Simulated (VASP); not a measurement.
TiAl, 2 atoms in the cell. It takes space group Pm-3m (No. 221, cubic). The conventional cell has a = 3.179 Å, b = 3.179 Å, c = 3.179 Å, α = 90.00°, β = 90.00°, γ = 90.00°. Ti (site symmetry m-3m) has 8 Al at 2.75 Å and 6 Ti at 3.18 Å within 3.6 Å. Within 3.6 Å of Al (site symmetry m-3m) lie 8 Ti at 2.75 Å and 6 Al at 3.18 Å. 

- Program: VASP 6.6.1
- Task: single point
- Functional: r2SCAN
- Potentials or basis: VASP PAW PBE potentials, release 64 (Ti_sv, Al)
- Cutoff: 520 eV
- k mesh: 8 × 8 × 8
- Occupations: fermi-dirac, width 0.05 eV
- Spin: no spin polarisation
- Dipole correction: no
- Further INCAR settings: ALGO = Normal; EDIFF = 1e-07; NBANDS = 14

Potentials or basis: VASP PAW PBE potentials, release 64 (Ti_sv, Al).

Run with:

```console
$ cat potpaw_PBE.64/Ti_sv/POTCAR potpaw_PBE.64/Al/POTCAR > POTCAR
$ cp INCAR.step1 INCAR
$ mpirun -np 1 vasp_std > vasp.out
$ cp INCAR.step2 INCAR
$ mpirun -np 1 vasp_std > vasp.out
```

Hardware: 1 thread of Intel Xeon 8259CL, on a shared host.

Problem. Estimate the wall time of this run.

Solution. It took 87 s on 1 thread of Intel Xeon 8259CL (shared host), peak memory 0.15 GiB. Counts: k points 35.
